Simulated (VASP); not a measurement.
## AlN: single point with HSE06

AlN:

```
CELL_PARAMETERS angstrom
3.16263 0.00000 0.00000
-1.58131 2.73892 0.00000
0.00000 0.00000 5.07709
ATOMIC_POSITIONS crystal
Al 0.33333 0.66667 0.99936
Al 0.66667 0.33333 0.49936
N 0.33333 0.66667 0.38064
N 0.66667 0.33333 0.88064
```

```yaml
Program: VASP 6.6.1
Task: single point
Functional: HSE06
Potentials_or_basis: VASP PAW PBE potentials, release 64 (Al, N)
Cutoff: 520 eV
k_mesh: 6 × 6 × 4
Occupations: gaussian, width 0.02 eV
Spin: no spin polarisation
```

```yaml
Pressure: -11.3 GPa
Largest_force: 0.011 eV/Å
Band_gap_on_the_k_mesh: 5.07 eV
```

Forces on the atoms (eV/Å):
```
Al   0.000  0.000  0.011
Al   0.000  0.000  0.011
N    0.000  0.000 -0.011
N    0.000  0.000 -0.011
```

Levels at points of the mesh, in eV from the valence-band top:
```tsv
k point	band 6	band 7	band 8	band 9	band 10	band 11
(0.00, 0.00, 0.00)	-0.20	-0.20	0.00	5.07	7.67	12.01
(0.50, 0.00, 0.00)	-2.20	-1.81	-0.74	6.99	7.02	9.25
(0.00, 0.00, 0.50)	-0.57	-0.57	-0.57	7.48	7.48	11.54
(0.50, 0.00, 0.50)	-1.55	-1.44	-1.44	6.44	6.44	10.44
```

Run time: 24 min on 1 thread of Intel(R) Xeon(R) Platinum 8375C CPU @ 2.90GHz (Ice Lake) (shared host), peak memory 0.27 GiB.

Caveat: the cell stands under tension; the PAW data sets were made with another functional, which shifts forces and pressure a little.
